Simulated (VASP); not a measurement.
# Mn (Im-3m) in VASP: further runs

The runs below take Mn through single point, relaxation of cell and atoms, with r2SCAN.

Program: VASP 6.6.1. These are calculated values, not measurements. Logs are shortened: lines on timing, memory, paths and dates and some standing lists are left out, and cuts for length are marked.

**1. The cell of the first run**

The structure is cubic, space group Im-3m (No. 229). Conventional cell: a = 3.060 Å, b = 3.060 Å, c = 3.060 Å, α = 90.00°, β = 90.00°, γ = 90.00°. Mn (site symmetry m-3m) has 14 Mn at 2.65 to 3.06 Å within 3.5 Å.

**2. Single point, r2SCAN, collinear spin, ferromagnetic start**

File POSCAR:

```
Mn
1.0
   -1.5300022839      1.5300022839      1.5300022839
    1.5300022839     -1.5300022839      1.5300022839
    1.5300022839      1.5300022839     -1.5300022839
Mn
1
Direct
    0.0000000000      0.0000000000      0.0000000000
```

File INCAR.step1:

```
PREC = Accurate
ENCUT = 520
ISMEAR = 0
SIGMA = 0.1
LREAL = False
LASPH = True
NELM = 150
ISPIN = 2
MAGMOM = 4
LMAXMIX = 4
NBANDS = 16
GGA = PE
ALGO = Normal
EDIFF = 1E-4
LWAVE = True
LCHARG = False
```

File INCAR.step2:

```
PREC = Accurate
ENCUT = 520
EDIFF = 1E-7
ISMEAR = 0
SIGMA = 0.1
LREAL = False
LASPH = True
NELM = 150
ALGO = Normal
ISIF = 2
LWAVE = False
LCHARG = False
ISPIN = 2
MAGMOM = 4
LORBIT = 11
LMAXMIX = 4
METAGGA = R2SCAN
LMIXTAU = True
NBANDS = 16
ISTART = 1
```

File KPOINTS:

```
Automatic mesh
0
Gamma
  8 8 8
```

Potentials or basis: VASP PAW PBE potentials, release 64 (Mn_pv).

Command:

```sh
> cat potpaw_PBE.64/Mn_pv/POTCAR > POTCAR
> cp INCAR.step1 INCAR
> mpirun -np 1 vasp_std > vasp.out
> cp INCAR.step2 INCAR
> mpirun -np 1 vasp_std > vasp.out
```

OUTCAR:

```text
PREC = Accurate
   ENCUT = 520
   EDIFF = 1E-7
   ISMEAR = 0
   LREAL = False
   LASPH = True
   NELM = 150
   ISIF = 2
   ISPIN = 2
   LORBIT = 11
   METAGGA = R2SCAN
   ISTART = 1

 ion  position               nearest neighbor table
   1  0.000  0.000  0.000-

  LATTYP: Found a body centered cubic cell.
 ALAT       =     3.0600045678

  Lattice vectors:

 A1 = (  -1.5300022839,   1.5300022839,   1.5300022839)
 A2 = (   1.5300022839,  -1.5300022839,   1.5300022839)
 A3 = (   1.5300022839,   1.5300022839,  -1.5300022839)

Analysis of symmetry for initial positions (statically):
=====================================================================
 Subroutine PRICEL returns:
 Original cell was already a primitive cell.

 Routine SETGRP: Setting up the symmetry group for a
 body centered cubic supercell.

 Subroutine GETGRP returns: Found 48 space group operations
 (whereof 48 operations were pure point group operations)
 out of a pool of 48 trial point group operations.

The static configuration has the point symmetry O_h .

Analysis of symmetry for dynamics (positions and initial velocities):
=====================================================================
 Subroutine PRICEL returns:
 Original cell was already a primitive cell.

 Routine SETGRP: Setting up the symmetry group for a
 body centered cubic supercell.

 Subroutine GETGRP returns: Found 48 space group operations
 (whereof 48 operations were pure point group operations)
 out of a pool of 48 trial point group operations.

The dynamic configuration has the point symmetry O_h .

Analysis of structural, dynamic, and magnetic symmetry:
=====================================================================
 Subroutine PRICEL returns:
 Original cell was already a primitive cell.

 Routine SETGRP: Setting up the symmetry group for a
 body centered cubic supercell.

 Subroutine GETGRP returns: Found 48 space group operations
 (whereof 48 operations were pure point group operations)
 out of a pool of 48 trial point group operations.

The overall configuration has the point symmetry O_h .

 Subroutine INISYM returns: Found 48 space group operations
 (whereof 48 operations are pure point group operations),
 and found     1 'primitive' translations

----------------------------------------------------------------------------------------

                                     Primitive cell

  volume of cell :      14.3264

  direct lattice vectors                    reciprocal lattice vectors
    -1.530002284  1.530002284  1.530002284     0.000000000  0.326796898  0.326796898
     1.530002284 -1.530002284  1.530002284     0.326796898  0.000000000  0.326796898
     1.530002284  1.530002284 -1.530002284     0.326796898  0.326796898  0.000000000

  length of vectors
     2.650041691  2.650041691  2.650041691     0.462160605  0.462160605  0.462160605

  position of ions in fractional coordinates (direct lattice)
     0.000000000  0.000000000  0.000000000

  ion indices of the primitive-cell ions
   primitive index   ion index
                 1           1

----------------------------------------------------------------------------------------

 KPOINTS: Automatic mesh

Automatic generation of k-mesh.
 Grid dimensions read from file:
 generate k-points for:    8    8    8

 Generating k-lattice:

  Cartesian coordinates                     Fractional coordinates (reciprocal lattice)
     0.000000000  0.040849612  0.040849612     0.125000000  0.000000000  0.000000000
     0.040849612  0.000000000  0.040849612     0.000000000  0.125000000  0.000000000
     0.040849612  0.040849612  0.000000000     0.000000000  0.000000000  0.125000000

  Length of vectors
     0.057770076  0.057770076  0.057770076

  Shift w.r.t. Gamma in fractional coordinates (k-lattice)
     0.000000000  0.000000000  0.000000000

 Subroutine IBZKPT returns following result:
 ===========================================

 Found     29 irreducible k-points:

 Following reciprocal coordinates:
            Coordinates               Weight
  0.000000  0.000000  0.000000      1.000000
  0.125000  0.000000  0.000000     12.000000
  0.250000  0.000000  0.000000     12.000000
  0.375000  0.000000  0.000000     12.000000
  0.500000  0.000000  0.000000      6.000000
  0.125000  0.125000  0.000000     24.000000
[... 16 lines left out ...]
 -0.250000  0.250000  0.250000      6.000000
 -0.375000  0.375000  0.250000     24.000000
 [... further k-points ...]
   k-points           NKPTS =     29   k-points in BZ     NKDIM =     29   number of bands    NBANDS=     16
   number of dos      NEDOS =    301   number of ions     NIONS =      1
   total plane-waves  NPLWV =   8000
   dimension x,y,z NGX =    20 NGY =   20 NGZ =   20
   dimension x,y,z NGXF=    40 NGYF=   40 NGZF=   40
   ions per type =               1
   NGX,Y,Z   is equivalent  to a cutoff of  12.55, 12.55, 12.55 a.u.
   NGXF,Y,Z  is equivalent  to a cutoff of  25.09, 25.09, 25.09 a.u.
 SYSTEM =  unknown system
   PREC   = accura    normal or accurate (medium, high low for compatibility)
   ISTART =      1    job   : 0-new  1-cont  2-samecut
   ICHARG =      0    charge: 1-file 2-atom 10-const
   ISPIN  =      2    spin polarized calculation?
   LNONCOLLINEAR =      F non collinear calculations
   LSORBIT =      F    spin-orbit coupling
   LASPH  =      T    aspherical Exc in radial PAW
   ENCUT  =  520.0 eV  38.22 Ry    6.18 a.u.   4.93  4.93  4.93*2*pi/ulx,y,z
   NELM   =    150;   NELMIN=  2; NELMDL=  0     # of ELM steps
   EDIFF  = 0.1E-06   stopping-criterion for ELM
   LREAL  =      F    real-space projection
   EDIFFG = 0.1E-05   stopping-criterion for IOM
   NSW    =      0    number of steps for IOM
   IBRION =     -1    ionic relax: 0-MD 1-quasi-New 2-CG
   NFREE  =      0    steps in history (QN), initial steepest desc. (CG)
   ISIF   =      2    stress and relaxation
   ISYM   =      2    0-nonsym 1-usesym 2-fastsym
   POTIM  = 0.5000    time-step for ionic-motion
   TEBEG  =    0.0;   TEEND  =   0.0 temperature during run
   PSTRESS=    0.0 pullay stress
   NELECT =      13.0000    total number of electrons
   NUPDOWN=      -1.0000    fix difference up-down
   EMIN   =  10.00;   EMAX   =-10.00  energy-range for DOS
   EFERMI =   0.00;   METHOD = LEGACY
   ISMEAR =     0;   SIGMA  =   0.10  broadening in eV -4-tet -1-fermi 0-gaus
   EFERMI_NEDOS =   21; number of points for ismear=-14 and -15
   IALGO  =     38    algorithm
   IMIX   =      4    mixing-type and parameters
     AMIX     =   0.40;   BMIX     =  1.00
     AMIX_MAG =   1.60;   BMIX_MAG =  1.00
  volume/ion in A,a.u.               =      14.33        96.68
  Fermi-wavevector in a.u.,A,eV,Ry     =   1.584932  2.995087 34.177948  2.512008
  Thomas-Fermi vector in A             =   2.684474
   LORBIT       =     11    0 simple, 1 ext, 2 COOP (PROOUT), +10 PAW based schemes
   METAGGA = R2SCAN    functional components
   LHFCALC =     F    Hartree Fock is set to
   AEXX    =    0.0000 exact exchange contribution
   IVDW    =     0    specifies the selected vdW correction
   LEPSILON=     F    determine dielectric tensor
   LRPA    =     F    only Hartree local field effects (RPA)
 spin polarized calculation
 Gauss-broadening in eV      SIGMA  =   0.10
  energy-cutoff  :      520.00
  volume of cell :       14.33
 maximum number of plane-waves:       402
   NGX =  9   NGY =  9   NGZ =  9

 number of electron      12.9999979 magnetization       3.8076398

 Free energy of the ion-electron system (eV)
  ---------------------------------------------------
  ext. energy  EPLUGINS =         0.00000000
  ---------------------------------------------------
  free energy    TOTEN  =       -14.54318490 eV

  energy without entropy =      -14.53930041  energy(sigma->0) =      -14.54124265

 E-fermi :   7.5713     XC(G=0): -13.3193

 val. band max:        7.5697323164   @ k =   0.5000   0.0000   0.0000
 cond. band min:       7.6332743088   @ k =   0.2500   0.1250   0.1250
 fundamental gap:      0.0635419924
 Fermi energy:         7.5713296873

 spin component 1

 k-point     1 :       0.0000    0.0000    0.0000
  band No.  band energies     occupation
      1     -44.0162      1.00000
      2     -44.0161      1.00000
      3     -44.0161      1.00000
      4      -0.6411      1.00000
      5       4.6547      1.00000
      6       4.6547      1.00000
[... 8 lines left out ...]
     15      34.3673      0.00000
     16      35.5841      0.00000

 k-point     2 :       0.1250    0.0000    0.0000
  band No.  band energies     occupation
      1     -44.0591      1.00000
      2     -44.0308      1.00000
      3     -44.0158      1.00000
      4      -0.0786      1.00000
      5       4.5145      1.00000
      6       4.6421      1.00000
[... 8 lines left out ...]
     15      32.7231      0.00000
     16      32.9232      0.00000
[... 387 lines left out ...]
      5       4.4360      1.00000
      6       5.0506      1.00000
[... 8 lines left out ...]
     15      36.8262      0.00000
     16      36.9922      0.00000

 k-point    24 :      -0.3750    0.3750    0.2500
  band No.  band energies     occupation
      1     -44.2331      1.00000
      2     -44.1570      1.00000
      3     -44.1258      1.00000
      4       3.3833      1.00000
      5       3.8782      1.00000
      6       5.0641      1.00000
[... 8 lines left out ...]
     15      34.1684      0.00000
     16      35.5755      0.00000

 [... further k-points ...]

 spin component 2

 k-point     1 :       0.0000    0.0000    0.0000
  band No.  band energies     occupation
      1     -38.6655      1.00000
      2     -38.6651      1.00000
      3     -38.6651      1.00000
      4      -0.4709      1.00000
      5       9.6474      0.00000
      6       9.6475      0.00000
[... 8 lines left out ...]
     15      38.8840      0.00000
     16      38.8845      0.00000

 k-point     2 :       0.1250    0.0000    0.0000
  band No.  band energies     occupation
      1     -38.7189      1.00000
      2     -38.6818      1.00000
      3     -38.6655      1.00000
      4       0.1202      1.00000
      5       9.4186      0.00000
      6       9.5022      0.00000
[... 8 lines left out ...]
     15      35.0717      0.00000
     16      37.2647      0.00000
[... 387 lines left out ...]
      5       8.1923      0.00000
      6       9.7636      0.00000
[... 8 lines left out ...]
     15      38.8451      0.00000
     16      39.8691      0.00000

 k-point    24 :      -0.3750    0.3750    0.2500
  band No.  band energies     occupation
      1     -38.9279      1.00000
      2     -38.8265      1.00000
      3     -38.7939      1.00000
      4       5.1711      1.00000
      5       7.1653      1.00000
      6       9.7737      0.00000
[... 8 lines left out ...]
     15      38.0881      0.00000
     16      40.3851      0.00000

 [... further k-points ...]

------------------------ aborting loop because EDIFF is reached ----------------------------------------

  FORCE on cell =-STRESS in cart. coord.  units (eV):
  Direction    XX          YY          ZZ          XY          YZ          ZX
  --------------------------------------------------------------------------------------
  -------------------------------------------------------------------------------------
  Total        1.0585440      1.0585440      1.0585440      0.0000000      0.0000000      0.0000000
  in kB      118.3813407    118.3813407    118.3813407      0.0000000      0.0000000      0.0000000
  external PRESSURE =     118.3813407 kB  Pullay stress =       0.0000000 kB

 VOLUME and BASIS-vectors are now :
 -----------------------------------------------------------------------------
  energy-cutoff  :      520.00
  volume of cell :       14.33
      direct lattice vectors                 reciprocal lattice vectors
    -1.530002284  1.530002284  1.530002284     0.000000000  0.326796898  0.326796898
     1.530002284 -1.530002284  1.530002284     0.326796898  0.000000000  0.326796898
     1.530002284  1.530002284 -1.530002284     0.326796898  0.326796898  0.000000000

 POSITION                                       TOTAL-FORCE (eV/Angst)
 -----------------------------------------------------------------------------------
      0.00000      0.00000      0.00000         0.000000     -0.000000     -0.000000
 -----------------------------------------------------------------------------------
    total drift:                                0.000000     -0.000000      0.000000

  FREE ENERGIE OF THE ION-ELECTRON SYSTEM (eV)
  ---------------------------------------------------
  free  energy   TOTEN  =       -14.5431848954 eV

  energy  without entropy=      -14.5393004050  energy(sigma->0) =      -14.54124265

 total charge

# of ion       s       p       d       tot
------------------------------------------
    1        0.369   6.273   4.949  11.591

 magnetization (x)

# of ion       s       p       d       tot
------------------------------------------
    1       -0.007  -0.020   3.794   3.767
```

Wall time 3 min (1 thread of Intel Xeon Platinum 8488C (Sapphire Rapids), shared host); peak memory 0.14 GiB.

Results:

```
Free energy                                           : -14.5432 eV
Pressure                                              : 11.8 GPa
Net moment                                            : 3.81 μB per cell
Site moments                                          : Mn +3.77 μB
Valence electrons inside the program's atomic spheres : Mn 11.59
```

Levels at points of the mesh, in eV from the Fermi level:
Spin up:
```
           k point  band 4  band 5  band 6  band 7  band 8  band 9  band 10  band 11  band 12  band 13
(0.00, 0.00, 0.00)   -8.21   -2.92   -2.92   -2.92   -1.53   -1.53    21.40    21.40    21.40    25.16
(0.50, 0.00, 0.00)   -5.02   -3.82   -1.60   -1.39   -0.60   -0.13     5.49    15.76    16.72    20.44
(0.50, 0.50, 0.50)   -4.70   -4.70   -0.83   -0.83   -0.83    7.88     7.88     7.88    13.69    13.69
```
Spin down:
| k point | band 3 | band 4 | band 5 | band 6 | band 7 | band 8 |
| --- | --- | --- | --- | --- | --- | --- |
| (0.00, 0.00, 0.00) | -46.24 | -8.04 | 2.08 | 2.08 | 2.08 | 3.33 |
| (0.50, 0.00, 0.00) | -46.24 | -2.34 | 0.00 | 0.66 | 3.42 | 3.66 |
| (0.50, 0.50, 0.50) | -46.48 | -1.79 | -1.79 | 4.57 | 4.57 | 4.57 |

Caveat: the k points lie up to 0.36 Å⁻¹ apart; the PAW data sets were made with another functional, which shifts forces and pressure a little.

**3. Single point, r2SCAN, collinear spin, ferromagnetic start**

This run uses another cell than the first one, of 15.60 Å³/atom, 1.089 times its volume.

File POSCAR:

```
Mn
1.0
   -1.5740647328      1.5740647328      1.5740647328
    1.5740647328     -1.5740647328      1.5740647328
    1.5740647328      1.5740647328     -1.5740647328
Mn
1
Direct
    0.0000000000      0.0000000000      0.0000000000
```

File INCAR.step1:

```
SYSTEM = Mn
  PREC = Accurate
  ENCUT = 520
  ISMEAR = 0
  SIGMA = 0.1
  LREAL = .FALSE.
  LASPH = .TRUE.
  NELM = 150
  ISPIN = 2
  MAGMOM = 4.15
  LMAXMIX = 4
  NBANDS = 16
  GGA = PE
  ALGO = Normal
  EDIFF = 1E-4
  LWAVE = .TRUE.
  LCHARG = .FALSE.
```

File INCAR.step2:

```
SYSTEM = Mn
  PREC = Accurate
  ENCUT = 520
  EDIFF = 1E-6
  ISMEAR = 0
  SIGMA = 0.1
  LREAL = .FALSE.
  LASPH = .TRUE.
  NELM = 150
  ALGO = Normal
  ISIF = 2
  LWAVE = .FALSE.
  LCHARG = .FALSE.
  ISPIN = 2
  MAGMOM = 4.15
  LORBIT = 11
  LMAXMIX = 4
  METAGGA = R2SCAN
  LMIXTAU = .TRUE.
  NBANDS = 16
  ISTART = 1
```

File KPOINTS:

```
Automatic mesh
0
G
  8 8 8
  0 0 0
```

Potentials or basis: VASP PAW PBE potentials, release 64 (Mn_pv).

Command:

```sh
> cat potpaw_PBE.64/Mn_pv/POTCAR > POTCAR
> cp INCAR.step1 INCAR
> mpirun -np 1 vasp_std > vasp.out
> cp INCAR.step2 INCAR
> mpirun -np 1 vasp_std > vasp.out
```

Run time: 45 s. Hardware: 1 thread of Intel Xeon Platinum 8488C (Sapphire Rapids), shared host; peak memory 0.14 GiB.

The run converged. Its results:

* Free energy: -14.5878 eV
* Pressure: 0.0 GPa
* Net moment: 3.81 μB per cell
* Site moments: Mn +3.80 μB
* Valence electrons inside the program's atomic spheres: Mn 11.50

Levels at points of the mesh, in eV from the Fermi level:
Spin up:
| k point | band 4 | band 5 | band 6 | band 7 | band 8 | band 9 | band 10 | band 11 | band 12 | band 13 |
| --- | --- | --- | --- | --- | --- | --- | --- | --- | --- | --- |
| (0.00, 0.00, 0.00) | -7.91 | -3.03 | -3.03 | -3.03 | -1.81 | -1.81 | 20.60 | 20.60 | 20.60 | 25.39 |
| (0.50, 0.00, 0.00) | -4.86 | -3.81 | -1.88 | -1.70 | -1.01 | -0.23 | 4.64 | 15.00 | 15.44 | 19.13 |
| (0.50, 0.50, 0.50) | -4.54 | -4.54 | -1.21 | -1.21 | -1.21 | 7.23 | 7.23 | 7.23 | 12.75 | 12.75 |
Spin down:
| k point | band 1 | band 2 | band 3 | band 4 | band 5 | band 6 | band 7 | band 8 | band 9 | band 10 |
| --- | --- | --- | --- | --- | --- | --- | --- | --- | --- | --- |
| (0.00, 0.00, 0.00) | -46.44 | -46.44 | -46.44 | -7.87 | 1.98 | 1.98 | 1.98 | 3.10 | 3.10 | 21.02 |
| (0.50, 0.00, 0.00) | -46.71 | -46.53 | -46.44 | -2.20 | -0.25 | 0.70 | 3.17 | 3.39 | 4.48 | 8.21 |
| (0.50, 0.50, 0.50) | -46.63 | -46.63 | -46.63 | -1.56 | -1.56 | 4.22 | 4.22 | 4.22 | 8.68 | 8.68 |

Caveat: the PAW data sets were made with another functional, which shifts forces and pressure a little.

(Continued in part 2 of 2.)
